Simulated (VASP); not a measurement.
## Rb3Zn: single point with PBE

The system is Rb3Zn.

```
Rb Zn
1.0
    -3.11862    3.11862    6.27513
     3.11862   -3.11862    6.27513
     3.11862    3.11862   -6.27513
Rb Zn
3 1
Cartesian
  0.0000 0.0000 6.2751
  3.1186 0.0000 3.1376
  0.0000 3.1186 3.1376
  0.0000 0.0000 0.0000
```

```json
{
 "Program": "VASP 6.6.1",
 "Task": "single point",
 "Functional": "PBE",
 "Potentials or basis": "VASP PAW PBE potentials, release 64 (Rb_sv, Zn)",
 "Cutoff": "520 eV",
 "k mesh": "6 × 6 × 6",
 "Occupations": "fermi-dirac, width 0.05 eV",
 "Spin": "no spin polarisation",
 "Dipole correction": "no",
 "Further INCAR settings": "ALGO = Fast; EDIFF = 1e-07; NBANDS = 28"
}
```

* Pressure: 0.1 GPa
* Band gap on the k mesh: zero (an odd number of electrons rules out a gap without spin polarisation)

Stress tensor (GPa, compression positive):
```
0.16 0.00 0.00
0.00 0.16 0.00
0.00 0.00 0.05
```

Levels at points of the mesh, in eV from the Fermi level:
| k point | band 15 | band 16 | band 17 | band 18 | band 19 | band 20 | band 21 | band 22 | band 23 | band 24 |
| --- | --- | --- | --- | --- | --- | --- | --- | --- | --- | --- |
| (0.00, 0.00, 0.00) | -7.13 | -7.13 | -7.13 | -3.88 | -0.54 | 0.47 | 0.92 | 0.92 | 1.54 | 1.67 |
| (0.50, 0.00, 0.00) | -7.13 | -7.13 | -7.13 | -3.47 | -1.15 | 0.13 | 0.52 | 0.90 | 1.59 | 2.10 |
| (0.50, 0.50, 0.00) | -7.13 | -7.13 | -7.13 | -3.37 | -0.54 | 0.27 | 0.33 | 0.46 | 0.52 | 1.81 |
| (0.50, 0.50, 0.50) | -7.13 | -7.13 | -7.13 | -3.58 | -1.41 | 0.22 | 1.12 | 1.12 | 1.21 | 2.20 |

Wall time 15 min on 1 thread of Oxide Virtual Turin-like Processor (shared host), peak memory 0.55 GiB.
